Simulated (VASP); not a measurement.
# MgZn5O6 (P-4m2) in VASP: notebook

MgZn5O6 is run at these levels: PBE; tasks: single point.

All numbers are computed with VASP 6.6.1; they aren't measurements. Logs are shortened: lines on timing, memory, paths and dates and some standing lists are left out, and cuts for length are marked.

### 1 The cell of the first run

It takes space group P-4m2 (No. 115, tetragonal). Conventional cell: a = 3.271 Å, b = 3.271 Å, c = 13.785 Å, α = 90.00°, β = 90.00°, γ = 90.00°. Mg (site symmetry -4m2) has 4 O at 1.99 Å within 2.6 Å. Zn (site symmetry 2mm) has 4 O at 2.00 Å within 2.7 Å. Zn (site symmetry -4m2) has 4 O at 2.00 Å within 2.7 Å. Zn (site symmetry 2mm) has 4 O at 2.00 Å within 2.7 Å. O (site symmetry 2mm) has 4 Zn at 2.00 Å within 2.7 Å. O (site symmetry 2mm) has 4 Zn at 2.00 Å within 2.7 Å. O (site symmetry 2mm) has 2 Mg at 1.99 Å and 2 Zn at 2.00 Å within 2.6 Å.

### 2 Single point, PBE

File INCAR:

```
SYSTEM = MgZn5O6
PREC     = Accurate       ! precision mode
ENCUT    = 520            ! plane-wave cutoff, eV
EDIFF    = 1E-6           ! SCF threshold, eV
ISMEAR   = 0              ! smearing method
SIGMA    = 0.1            ! smearing width, eV
LREAL    = .False.        ! projectors in reciprocal space
LASPH    = .True.         ! aspherical terms in the spheres
NELM     = 100            ! most SCF steps
ALGO     = Normal         ! electronic algorithm
ISIF     = 2              ! what is computed and relaxed
LWAVE    = .False.        ! write WAVECAR
LCHARG   = .False.        ! write CHGCAR
GGA      = PE             ! functional
NBANDS   = 61             ! bands
```

File KPOINTS:

```
regular mesh
0
Gamma
  6 6 2
  0 0 0
```

File POSCAR:

```
MgZn5O6
1.0
    3.2708702000      0.0000000000      0.0000000000
    0.0000000000      3.2708702000      0.0000000000
    0.0000000000      0.0000000000     13.7851637000
Mg Zn O
1 5 6
Direct
    0.0000000000      0.0000000000      0.5000000000
    0.0000000000      0.0000000000      0.8328970000
    0.5000000000      0.5000000000      0.0000000000
    0.0000000000      0.0000000000      0.1671030000
    0.5000000000      0.5000000000      0.3343060000
    0.5000000000      0.5000000000      0.6656940000
    0.5000000000      0.0000000000      0.0835540000
    0.0000000000      0.5000000000      0.2506190000
    0.5000000000      0.0000000000      0.4183920000
    0.0000000000      0.5000000000      0.5816080000
    0.5000000000      0.0000000000      0.7493810000
    0.0000000000      0.5000000000      0.9164460000
```

Potentials or basis: VASP PAW PBE potentials, release 64 (Mg, Zn, O).

Run with:

```
cat potpaw_PBE.64/Mg/POTCAR potpaw_PBE.64/Zn/POTCAR potpaw_PBE.64/O/POTCAR > POTCAR
mpirun -np 1 vasp_std > vasp.out
```

OUTCAR:

```text
SYSTEM = MgZn5O6
   PREC = Accurate
   ENCUT = 520
   EDIFF = 1E-6
   ISMEAR = 0
   LREAL = .False.
   LASPH = .True.
   NELM = 100
   ISIF = 2
   GGA = PE

 ion  position               nearest neighbor table
   1  0.000  0.000  0.500-   9 1.99  10 1.99  10 1.99   9 1.99   5 3.25   6 3.25   5 3.25   5 3.25
                             6 3.25   6 3.25   5 3.25   6 3.25
   2  0.000  0.000  0.833-  11 2.00  11 2.00  12 2.00  12 2.00
   3  0.500  0.500  0.000-   7 2.00  12 2.00   7 2.00  12 2.00
   4  0.000  0.000  0.167-   8 2.00   8 2.00   7 2.00   7 2.00
   5  0.500  0.500  0.334-   8 2.00   8 2.00   9 2.00   9 2.00   1 3.25   1 3.25   1 3.25   1 3.25

   6  0.500  0.500  0.666-  11 2.00  11 2.00  10 2.00  10 2.00   1 3.25   1 3.25   1 3.25   1 3.25

   7  0.500  0.000  0.084-   4 2.00   4 2.00   3 2.00   3 2.00
   8  0.000  0.500  0.251-   4 2.00   4 2.00   5 2.00   5 2.00
   9  0.500  0.000  0.418-   1 1.99   1 1.99   5 2.00   5 2.00
  10  0.000  0.500  0.582-   1 1.99   1 1.99   6 2.00   6 2.00
  11  0.500  0.000  0.749-   2 2.00   2 2.00   6 2.00   6 2.00
  12  0.000  0.500  0.916-   2 2.00   2 2.00   3 2.00   3 2.00

  LATTYP: Found a simple tetragonal cell.
 ALAT       =     3.2708702000
 C/A-ratio  =     4.2145248381

  Lattice vectors:

 A1 = (   3.2708702000,   0.0000000000,   0.0000000000)
 A2 = (   0.0000000000,   3.2708702000,   0.0000000000)
 A3 = (   0.0000000000,   0.0000000000,  13.7851637000)

Analysis of symmetry for initial positions (statically):
=====================================================================
 Subroutine PRICEL returns:
 Original cell was already a primitive cell.

 Routine SETGRP: Setting up the symmetry group for a
 simple tetragonal supercell.

 Subroutine GETGRP returns: Found  8 space group operations
 (whereof  8 operations were pure point group operations)
 out of a pool of 16 trial point group operations.

The static configuration has the point symmetry D_2d.

Analysis of symmetry for dynamics (positions and initial velocities):
=====================================================================
 Subroutine PRICEL returns:
 Original cell was already a primitive cell.

 Routine SETGRP: Setting up the symmetry group for a
 simple tetragonal supercell.

 Subroutine GETGRP returns: Found  8 space group operations
 (whereof  8 operations were pure point group operations)
 out of a pool of 16 trial point group operations.

The dynamic configuration has the point symmetry D_2d.

 Subroutine INISYM returns: Found  8 space group operations
 (whereof  8 operations are pure point group operations),
 and found     1 'primitive' translations

----------------------------------------------------------------------------------------

                                     Primitive cell

  volume of cell :     147.4818

  direct lattice vectors                    reciprocal lattice vectors
     3.270870200  0.000000000  0.000000000     0.305729038  0.000000000  0.000000000
     0.000000000  3.270870200  0.000000000     0.000000000  0.305729038  0.000000000
     0.000000000  0.000000000 13.785163700     0.000000000  0.000000000  0.072541757

  length of vectors
     3.270870200  3.270870200 13.785163700     0.305729038  0.305729038  0.072541757

  position of ions in fractional coordinates (direct lattice)
     0.000000000  0.000000000  0.500000000
     0.000000000  0.000000000  0.832897000
     0.500000000  0.500000000  0.000000000
     0.000000000  0.000000000  0.167103000
     0.500000000  0.500000000  0.334306000
     0.500000000  0.500000000  0.665694000
     0.500000000  0.000000000  0.083554000
     0.000000000  0.500000000  0.250619000
     0.500000000  0.000000000  0.418392000
     0.000000000  0.500000000  0.581608000
     0.500000000  0.000000000  0.749381000
     0.000000000  0.500000000  0.916446000

  ion indices of the primitive-cell ions
   primitive index   ion index
                 1           1
                 2           2
                 3           3
                 4           4
                 5           5
                 6           6
                 7           7
                 8           8
                 9           9
                10          10
                11          11
                12          12

----------------------------------------------------------------------------------------

 KPOINTS: regular mesh

Automatic generation of k-mesh.
 Grid dimensions read from file:
 generate k-points for:    6    6    2

 Generating k-lattice:

  Cartesian coordinates                     Fractional coordinates (reciprocal lattice)
     0.050954840  0.000000000  0.000000000     0.166666667  0.000000000  0.000000000
     0.000000000  0.050954840  0.000000000     0.000000000  0.166666667  0.000000000
     0.000000000  0.000000000  0.036270879     0.000000000  0.000000000  0.500000000

  Length of vectors
     0.050954840  0.050954840  0.036270879

  Shift w.r.t. Gamma in fractional coordinates (k-lattice)
     0.000000000  0.000000000  0.000000000

 Subroutine IBZKPT returns following result:
 ===========================================

 Found     20 irreducible k-points:

 Following reciprocal coordinates:
            Coordinates               Weight
  0.000000  0.000000  0.000000      1.000000
  0.166667  0.000000  0.000000      4.000000
  0.333333  0.000000  0.000000      4.000000
  0.500000  0.000000  0.000000      2.000000
  0.166667  0.166667  0.000000      4.000000
  0.333333  0.166667  0.000000      8.000000
[... 12 lines left out ...]
  0.500000  0.333333  0.500000      4.000000
  0.500000  0.500000  0.500000      1.000000
   k-points           NKPTS =     20   k-points in BZ     NKDIM =     20   number of bands    NBANDS=     61
   number of dos      NEDOS =    301   number of ions     NIONS =     12
   total plane-waves  NPLWV =  62208
   dimension x,y,z NGX =    24 NGY =   24 NGZ =  108
   dimension x,y,z NGXF=    48 NGYF=   48 NGZF=  216
   ions per type =               1   5   6
   NGX,Y,Z   is equivalent  to a cutoff of  12.20, 12.20, 13.02 a.u.
   NGXF,Y,Z  is equivalent  to a cutoff of  24.40, 24.40, 26.05 a.u.
 SYSTEM =  MgZn5O6
   PREC   = accura    normal or accurate (medium, high low for compatibility)
   ISTART =      0    job   : 0-new  1-cont  2-samecut
   ICHARG =      2    charge: 1-file 2-atom 10-const
   ISPIN  =      1    spin polarized calculation?
   LNONCOLLINEAR =      F non collinear calculations
   LSORBIT =      F    spin-orbit coupling
   LASPH  =      T    aspherical Exc in radial PAW
   ENCUT  =  520.0 eV  38.22 Ry    6.18 a.u.   6.08  6.08 25.63*2*pi/ulx,y,z
   NELM   =    100;   NELMIN=  2; NELMDL= -5     # of ELM steps
   EDIFF  = 0.1E-05   stopping-criterion for ELM
   LREAL  =      F    real-space projection
   EDIFFG = 0.1E-04   stopping-criterion for IOM
   NSW    =      0    number of steps for IOM
   IBRION =     -1    ionic relax: 0-MD 1-quasi-New 2-CG
   NFREE  =      0    steps in history (QN), initial steepest desc. (CG)
   ISIF   =      2    stress and relaxation
   ISYM   =      2    0-nonsym 1-usesym 2-fastsym
   POTIM  = 0.5000    time-step for ionic-motion
   TEBEG  =    0.0;   TEEND  =   0.0 temperature during run
   PSTRESS=    0.0 pullay stress
   NELECT =      98.0000    total number of electrons
   NUPDOWN=      -1.0000    fix difference up-down
   EMIN   =  10.00;   EMAX   =-10.00  energy-range for DOS
   EFERMI =   0.00;   METHOD = LEGACY
   ISMEAR =     0;   SIGMA  =   0.10  broadening in eV -4-tet -1-fermi 0-gaus
   EFERMI_NEDOS =   21; number of points for ismear=-14 and -15
   IALGO  =     38    algorithm
   IMIX   =      4    mixing-type and parameters
     AMIX     =   0.40;   BMIX     =  1.00
     AMIX_MAG =   1.60;   BMIX_MAG =  1.00
  volume/ion in A,a.u.               =      12.29        82.94
  Fermi-wavevector in a.u.,A,eV,Ry     =   1.428578  2.699621 27.767254  2.040836
  Thomas-Fermi vector in A             =   2.548625
   LORBIT       =      0    0 simple, 1 ext, 2 COOP (PROOUT), +10 PAW based schemes
   GGA     = PE    functional components
   LHFCALC =     F    Hartree Fock is set to
   AEXX    =    0.0000 exact exchange contribution
   IVDW    =     0    specifies the selected vdW correction
   LEPSILON=     F    determine dielectric tensor
   LRPA    =     F    only Hartree local field effects (RPA)
 non-spin polarized calculation
 Gauss-broadening in eV      SIGMA  =   0.10
  energy-cutoff  :      520.00
  volume of cell :      147.48
 maximum number of plane-waves:      4008
   NGX = 13   NGY = 13   NGZ = 51

 number of electron      97.9999922 magnetization

 Free energy of the ion-electron system (eV)
  ---------------------------------------------------
  ext. energy  EPLUGINS =         0.00000000
  ---------------------------------------------------
  free energy    TOTEN  =       -56.33392425 eV

  energy without entropy =      -56.33392425  energy(sigma->0) =      -56.33392425

 E-fermi :   1.4391     XC(G=0): -10.5530

 val. band max:        0.9831217608   @ k =   0.0000   0.0000   0.0000
 cond. band min:       1.9272673220   @ k =   0.0000   0.0000   0.0000
 fundamental gap:      0.9441455613
 Fermi energy:         1.4391385752

 k-point     1 :       0.0000    0.0000    0.0000
  band No.  band energies     occupation
      1     -16.6770      2.00000
      2     -16.4917      2.00000
      3     -16.3517      2.00000
      4     -16.0107      2.00000
      5     -15.9983      2.00000
      6     -15.6966      2.00000
[... 53 lines left out ...]
     60      12.8161      0.00000
     61      12.8386      0.00000

 k-point     2 :       0.1667    0.0000    0.0000
  band No.  band energies     occupation
      1     -16.5753      2.00000
      2     -16.4110      2.00000
      3     -16.2757      2.00000
      4     -15.9904      2.00000
      5     -15.9634      2.00000
      6     -15.6897      2.00000
[... 53 lines left out ...]
     60      11.8459      0.00000
     61      12.0978      0.00000

 k-point     3 :       0.3333    0.0000    0.0000
  band No.  band energies     occupation
      1     -16.3302      2.00000
      2     -16.2281      2.00000
      3     -16.1206      2.00000
      4     -15.9819      2.00000
      5     -15.8847      2.00000
      6     -15.6997      2.00000
[... 1077 lines left out ...]
     60       9.7047      0.00000
     61      11.2263      0.00000

 k-point    20 :       0.5000    0.5000    0.5000
  band No.  band energies     occupation
      1     -15.8897      2.00000
      2     -15.8897      2.00000
      3     -15.8861      2.00000
      4     -15.8861      2.00000
      5     -15.5809      2.00000
      6     -15.5809      2.00000
[... 53 lines left out ...]
     60       9.7021      0.00000
     61      11.5110      0.00000

------------------------ aborting loop because EDIFF is reached ----------------------------------------

  FORCE on cell =-STRESS in cart. coord.  units (eV):
  Direction    XX          YY          ZZ          XY          YZ          ZX
  --------------------------------------------------------------------------------------
  -------------------------------------------------------------------------------------
  Total        0.5850907      0.5850907      0.5567228      0.0000000     -0.0000000      0.0000000
  in kB        6.3561664      6.3561664      6.0479897      0.0000000     -0.0000000      0.0000000
  external PRESSURE =       6.2534408 kB  Pullay stress =       0.0000000 kB

 VOLUME and BASIS-vectors are now :
 -----------------------------------------------------------------------------
  energy-cutoff  :      520.00
  volume of cell :      147.48
      direct lattice vectors                 reciprocal lattice vectors
     3.270870200  0.000000000  0.000000000     0.305729038  0.000000000  0.000000000
     0.000000000  3.270870200  0.000000000     0.000000000  0.305729038  0.000000000
     0.000000000  0.000000000 13.785163700     0.000000000  0.000000000  0.072541757

 POSITION                                       TOTAL-FORCE (eV/Angst)
 -----------------------------------------------------------------------------------
      0.00000      0.00000      6.89258         0.000000     -0.000000      0.000000
      0.00000      0.00000     11.48162         0.000000     -0.000000      0.000107
      1.63544      1.63544      0.00000         0.000000      0.000000      0.000000
      0.00000      0.00000      2.30354         0.000000      0.000000     -0.000107
      1.63544      1.63544      4.60846        -0.000000     -0.000000      0.005204
      1.63544      1.63544      9.17670         0.000000     -0.000000     -0.005204
      1.63544      0.00000      1.15181         0.000000     -0.000000      0.000251
      0.00000      1.63544      3.45482         0.000000     -0.000000      0.001136
      1.63544      0.00000      5.76760         0.000000     -0.000000      0.076369
      0.00000      1.63544      8.01756         0.000000     -0.000000     -0.076369
      1.63544      0.00000     10.33034         0.000000     -0.000000     -0.001136
      0.00000      1.63544     12.63336         0.000000     -0.000000     -0.000251
 -----------------------------------------------------------------------------------
    total drift:                                0.000000     -0.000000     -0.000000

  FREE ENERGIE OF THE ION-ELECTRON SYSTEM (eV)
  ---------------------------------------------------
  free  energy   TOTEN  =       -56.3339242496 eV

  energy  without entropy=      -56.3339242496  energy(sigma->0) =      -56.33392425
```

Run time: 5.2 min. Hardware: 1 thread of Intel Xeon Platinum 8259CL at 2.50GHz (Skylake/Cascade Lake), shared host; peak memory 0.31 GiB.

Results:

- Free energy: -56.3339 eV
- Pressure: 0.6 GPa
- Largest force: 0.076 eV/Å
- Band gap on the k mesh: 0.94 eV

Forces on the atoms (eV/Å):
```
Mg   0.000  0.000  0.000
Zn   0.000  0.000  0.000
Zn   0.000  0.000  0.000
Zn   0.000  0.000  0.000
Zn   0.000  0.000  0.005
Zn   0.000  0.000 -0.005
O    0.000  0.000  0.000
O    0.000  0.000  0.001
O    0.000  0.000  0.076
O    0.000  0.000 -0.076
O    0.000  0.000 -0.001
O    0.000  0.000  0.000
```

Levels at points of the mesh, in eV from the valence-band top:
```
           k point  band 47  band 48  band 49  band 50  band 51  band 52
(0.00, 0.00, 0.00)    -0.05     0.00     0.00     0.94     2.75     3.01
(0.50, 0.00, 0.00)    -0.67    -0.67    -0.67     5.52     5.53     5.58
(0.50, 0.50, 0.00)    -1.97    -1.95    -1.94     5.27     5.27     6.45
(0.00, 0.00, 0.50)    -0.28    -0.02    -0.02     1.51     1.85     3.95
(0.50, 0.00, 0.50)    -0.67    -0.67    -0.67     5.43     5.51     5.69
(0.50, 0.50, 0.50)    -1.96    -1.96    -1.94     5.56     5.56     5.77
```

### 3 Single point, PBE

File INCAR:

```
PREC = Accurate
ENCUT = 520
EDIFF = 1E-6
ISMEAR = 0
SIGMA = 0.02
LREAL = F
LASPH = T
NELM = 80
ALGO = Normal
ISIF = 2
LWAVE = F
LCHARG = F
GGA = PE
NBANDS = 61
```

File KPOINTS:

```
Automatic mesh
0
Gamma
  8 8 2
```

POSCAR is that of step 2.

Potentials or basis: VASP PAW PBE potentials, release 64 (Mg, Zn, O).

Run with:

```
cat potpaw_PBE.64/Mg/POTCAR potpaw_PBE.64/Zn/POTCAR potpaw_PBE.64/O/POTCAR > POTCAR
mpirun -np 1 vasp_std > vasp.out
```

Run time: 8.3 min. Hardware: 1 thread of Intel Xeon Platinum 8259CL at 2.50GHz (Skylake/Cascade Lake), shared host; peak memory 0.36 GiB.

Results (log left out):

- Free energy: -56.3368 eV
- Pressure: 0.6 GPa
- Largest force: 0.076 eV/Å
- Band gap on the k mesh: 0.95 eV

Forces on the atoms (eV/Å):
```
Mg   0.000  0.000  0.000
Zn   0.000  0.000 -0.001
Zn   0.000  0.000  0.000
Zn   0.000  0.000  0.001
Zn   0.000  0.000  0.007
Zn   0.000  0.000 -0.007
O    0.000  0.000  0.000
O    0.000  0.000  0.000
O    0.000  0.000  0.076
O    0.000  0.000 -0.076
O    0.000  0.000  0.000
O    0.000  0.000  0.000
```

Levels at points of the mesh, in eV from the valence-band top:
```tsv
k point	band 47	band 48	band 49	band 50	band 51	band 52
(0.00, 0.00, 0.00)	-0.05	0.00	0.00	0.95	2.75	3.01
(0.50, 0.00, 0.00)	-0.67	-0.67	-0.67	5.52	5.53	5.58
(0.50, 0.50, 0.00)	-1.96	-1.95	-1.94	5.28	5.28	6.46
(0.00, 0.00, 0.50)	-0.28	-0.02	-0.02	1.51	1.86	3.95
(0.50, 0.00, 0.50)	-0.67	-0.67	-0.67	5.43	5.51	5.69
(0.50, 0.50, 0.50)	-1.96	-1.96	-1.94	5.56	5.56	5.77
```

### 4 Single point, PBE

File INCAR:

```
SYSTEM = MgZn5O6
PREC = Accurate
ENCUT = 520
EDIFF = 1E-6
ISMEAR = 0
SIGMA = 0.01
LREAL = .False.
LASPH = .True.
NELM = 100
ALGO = Normal
ISIF = 2
LWAVE = .False.
LCHARG = .False.
GGA = PE
NBANDS = 61
```

File KPOINTS:

```
Automatic mesh
0
Gamma
  8 8 2
  0 0 0
```

POSCAR is that of step 3.

Run with:

```
cat potpaw_PBE.64/Mg/POTCAR potpaw_PBE.64/Zn/POTCAR potpaw_PBE.64/O/POTCAR > POTCAR
mpirun -np 1 vasp_std > vasp.out
```

Run time: 6.5 min. Hardware: 1 thread of Intel Xeon Platinum 8259CL at 2.50GHz (Skylake/Cascade Lake), shared host; peak memory 0.36 GiB.

The run converged. Its results:

```yaml
Free_energy: -56.3368 eV
Pressure: 0.6 GPa
Largest_force: 0.076 eV/Å
Band_gap_on_the_k_mesh: 0.95 eV
```

Forces in eV/Å, atoms in the order of the input:
```
Mg   0.000  0.000  0.000
Zn   0.000  0.000 -0.001
Zn   0.000  0.000  0.000
Zn   0.000  0.000  0.001
Zn   0.000  0.000  0.007
Zn   0.000  0.000 -0.007
O    0.000  0.000  0.000
O    0.000  0.000  0.000
O    0.000  0.000  0.076
O    0.000  0.000 -0.076
O    0.000  0.000  0.000
O    0.000  0.000  0.000
```

Levels at points of the mesh, in eV from the valence-band top:
| k point | band 45 | band 46 | band 47 | band 48 | band 49 | band 50 | band 51 | band 52 | band 53 | band 54 |
| --- | --- | --- | --- | --- | --- | --- | --- | --- | --- | --- |
| (0.00, 0.00, 0.00) | -0.35 | -0.35 | -0.05 | 0.00 | 0.00 | 0.95 | 2.75 | 3.01 | 4.86 | 4.95 |
| (0.50, 0.00, 0.00) | -0.79 | -0.68 | -0.67 | -0.67 | -0.67 | 5.52 | 5.53 | 5.58 | 5.69 | 5.81 |
| (0.50, 0.50, 0.00) | -2.01 | -1.99 | -1.96 | -1.95 | -1.94 | 5.28 | 5.28 | 6.46 | 6.46 | 6.70 |
| (0.00, 0.00, 0.50) | -0.40 | -0.28 | -0.28 | -0.02 | -0.02 | 1.51 | 1.86 | 3.95 | 4.13 | 5.24 |
| (0.50, 0.00, 0.50) | -0.69 | -0.68 | -0.67 | -0.67 | -0.67 | 5.43 | 5.51 | 5.69 | 5.70 | 5.77 |
| (0.50, 0.50, 0.50) | -2.01 | -1.99 | -1.96 | -1.96 | -1.94 | 5.56 | 5.56 | 5.77 | 5.77 | 7.18 |

### 5 Overview

| k mesh | smearing | gap on the mesh (eV) | pressure (GPa) | largest force (eV/Å) |
| --- | --- | --- | --- | --- |
| 6 × 6 × 2 | gaussian 0.1 eV | 0.94 | 0.6 | 0.08 |
| 8 × 8 × 2 | gaussian 0.02 eV | 0.95 | 0.6 | 0.08 |
| 8 × 8 × 2 | gaussian 0.01 eV | 0.95 | 0.6 | 0.08 |

Alike in all rows: task single point; level PBE; potentials or basis VASP PAW PBE potentials, release 64 (Mg, Zn, O); no spin polarisation; cell as given; cutoff (eV) 520.

Absolute energies hang on the potentials; compare differences alone.
